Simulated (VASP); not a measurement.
Rh:

```
Rh
1.0
     2.68397    0.00000    0.00000
     1.34198    2.32438    0.00000
     1.34198    0.77479    2.19145
Rh
1
Direct
  0.00000 0.00000 0.00000
```

| Property | Result |
| --- | --- |
| Program | VASP 6.6.1 |
| Task | relaxation of cell and atoms |
| Functional | PBEsol |
| Potentials or basis | VASP PAW PBE potentials, release 64 (Rh_pv) |
| Cutoff | 600 eV |
| k mesh | 12 × 12 × 12 |
| Occupations | fermi-dirac, width 0.05 eV |
| Spin | no spin polarisation |

At the start: pressure -3.9 GPa; volume 13.67 Å³/atom.

How do energy, volume and symmetry change on relaxing?

Over 3 steps the energy falls by 2.3 meV/atom and the volume is 13.49 Å³/atom (-1.3 %); space group Fm-3m (No. 225, to 0.05 Å).

Step by step:
| step | energy change (eV) | largest force (eV/Å) | pressure (GPa) | volume (Å³) |
| --- | --- | --- | --- | --- |
| 1 | 0.0000 | 0.0000 | -3.93 | 13.67 |
| 2 | 0.0139 | 0.0000 | 11.56 | 13.02 |
| 3 | -0.0023 | 0.0000 | -0.05 | 13.49 |

Final structure:
```
Rh
1.0
     2.67191    0.00000    0.00000
     1.33595    2.31394    0.00000
     1.33595    0.77131    2.18160
Rh
1
Direct
  0.00000 0.00000 0.00000
```

Caveat: the PAW data sets were made with another functional, which shifts forces and pressure a little.
